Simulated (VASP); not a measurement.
Here is a VASP 6.6.1 calculation.

INCAR

```
PREC     = Accurate       # precision mode
ENCUT    = 520            # plane-wave cutoff, eV
EDIFF    = 1E-6           # SCF threshold, eV
ISMEAR   = -1             # smearing method
SIGMA    = 0.02           # smearing width, eV
LREAL    = False          # projectors in reciprocal space
LASPH    = True           # aspherical terms in the spheres
NELM     = 80             # most SCF steps
ALGO     = Normal         # electronic algorithm
ISIF     = 2              # what is computed and relaxed
LWAVE    = False          # write WAVECAR
LCHARG   = False          # write CHGCAR
GGA      = PE             # functional
NBANDS   = 42             # bands
```

KPOINTS

```
regular mesh
0
Gamma
  6 6 2
```

The input POSCAR:

```
NaTlS2
1.0
    4.2532393325      0.0000000000      0.0000000000
    0.0000000000      4.2532393325      0.0000000000
    0.0000000000      0.0000000000     13.0775575274
Na S Tl
2 4 2
Direct
    0.5000000000      0.0000000000      0.8804848185
    0.0000000000      0.5000000000      0.1195151815
    0.5000000000      0.5000000000      0.0000000000
    0.0000000000      0.0000000000      0.2680575685
    0.5000000000      0.5000000000      0.5000000000
    0.0000000000      0.0000000000      0.7319424315
    0.5000000000      0.0000000000      0.3719179062
    0.0000000000      0.5000000000      0.6280820938
```

Potentials or basis: VASP PAW PBE potentials, release 64 (Na_pv, S, Tl_d).

The run is started by

```console
$ cat potpaw_PBE.64/Na_pv/POTCAR potpaw_PBE.64/S/POTCAR potpaw_PBE.64/Tl_d/POTCAR > POTCAR
$ mpirun -np 1 vasp_std > vasp.out
```

**Question.** Estimate the pressure.

**Answer.** 1.1 GPa.

**Question.** Predict the largest force.

**Answer.** 0.168 eV/Å.

**Question.** Estimate the band gap on the k mesh.

**Answer.** Zero (bands 32 and 33 overlap by 0.10 eV).

Forces on the atoms (eV/Å):
```
Na   0.000  0.000 -0.040
Na   0.000  0.000  0.040
S    0.000  0.000  0.000
S    0.000  0.000 -0.168
S    0.000  0.000  0.000
S    0.000  0.000  0.168
Tl   0.000  0.000  0.064
Tl   0.000  0.000 -0.064
```

Caveat: spin-orbit coupling is left out, which moves the levels of the heavy elements.
